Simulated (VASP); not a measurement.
Wanted: the native input for a VASP 6.6.1 run.

| Quantity | Value |
| --- | --- |
| Task | single point |
| Functional | r2SCAN |
| Potentials or basis | VASP PAW PBE potentials, release 64 (Mg, O) |
| Cutoff | 580 eV |
| k mesh | 2 × 3 × 2 |
| Occupations | gaussian, width 0.1 eV |
| Spin | no spin polarisation |
| Dipole correction | no |
| Further INCAR settings | ALGO = Normal; EDIFF = 1e-06; NBANDS = 26 |

MgO:

```
CELL_PARAMETERS angstrom
6.61557 0.00000 0.00000
-1.65389 2.86463 0.00000
0.00000 0.00000 4.98288
ATOMIC_POSITIONS crystal
Mg 0.16638 0.66647 0.00188
Mg 0.33332 0.33317 0.50213
Mg 0.66660 0.66706 0.00279
Mg 0.83359 0.33332 0.50206
O 0.16672 0.66669 0.40235
O 0.33369 0.33401 0.90278
O 0.66660 0.66646 0.40219
O 0.83338 0.33369 0.90290
```

The input as run:

POSCAR

```
MgO
1.0
    6.6155740000      0.0000000000      0.0000000000
   -1.6538935000      2.8646275723      0.0000000000
    0.0000000000      0.0000000000      4.9828820000
Mg O
4 4
Direct
    0.1663831920      0.6664681365      0.0018814413
    0.3333162463      0.3331703602      0.5021312967
    0.6665996790      0.6670601856      0.0027941661
    0.8335924865      0.3333169761      0.5020604542
    0.1667223743      0.6666887586      0.4023534974
    0.3336853101      0.3340123544      0.9027815630
    0.6666012777      0.6664625512      0.4021867265
    0.8333752938      0.3336877049      0.9029033800
```

INCAR.step1

```
SYSTEM = MgO
ALGO     = Normal         ! electronic algorithm
EDIFF    = 1E-5           ! SCF threshold, eV
ENCUT    = 580            ! plane-wave cutoff, eV
GGA      = PE             ! functional
GGA_COMPAT= .False.      
ISMEAR   = 0              ! smearing method
LASPH    = .True.         ! aspherical terms in the spheres
LCHARG   = .False.        ! write CHGCAR
LREAL    = .False.        ! projectors in reciprocal space
LWAVE    = .True.         ! write WAVECAR
NBANDS   = 26             ! bands
NELM     = 120            ! most SCF steps
PREC     = Accurate       ! precision mode
SIGMA    = 0.1            ! smearing width, eV
```

INCAR.step2

```
SYSTEM = MgO
ALGO     = Normal         ! electronic algorithm
EDIFF    = 1E-6           ! SCF threshold, eV
ENCUT    = 580            ! plane-wave cutoff, eV
GGA_COMPAT= .False.      
ISIF     = 2              ! what is computed and relaxed
ISMEAR   = 0              ! smearing method
ISTART   = 1            
LASPH    = .True.         ! aspherical terms in the spheres
LCHARG   = .True.         ! write CHGCAR
LELF     = .True.         ! ELF
LMIXTAU  = .True.       
LREAL    = .False.        ! projectors in reciprocal space
LVHAR    = .True.       
LWAVE    = .False.        ! write WAVECAR
METAGGA  = R2SCAN         ! meta-GGA
NBANDS   = 26             ! bands
NELM     = 120            ! most SCF steps
PREC     = Accurate       ! precision mode
SIGMA    = 0.1            ! smearing width, eV
```

KPOINTS

```
k-points
0
Gamma
  2 3 2
  0 0 0
```

Potentials or basis: VASP PAW PBE potentials, release 64 (Mg, O).

Launch:

```sh
$ cat potpaw_PBE.64/Mg/POTCAR potpaw_PBE.64/O/POTCAR > POTCAR
$ cp INCAR.step1 INCAR
$ mpirun -np 1 vasp_std > vasp.out
$ cp INCAR.step2 INCAR
$ mpirun -np 1 vasp_std > vasp.out
```

Results of the run:

```json
{
  "Pressure": "-1.3 GPa",
  "Largest force": "0.063 eV/Å",
  "Band gap on the k mesh": "4.12 eV"
}
```

Caveat: the k points lie up to 0.66 Å⁻¹ apart; the PAW data sets were made with another functional, which shifts forces and pressure a little.

Wall time 2 min on 1 thread of Intel(R) Xeon(R) Platinum 8259CL CPU @ 2.50GHz (Skylake/Cascade Lake) (shared host), peak memory 0.24 GiB.
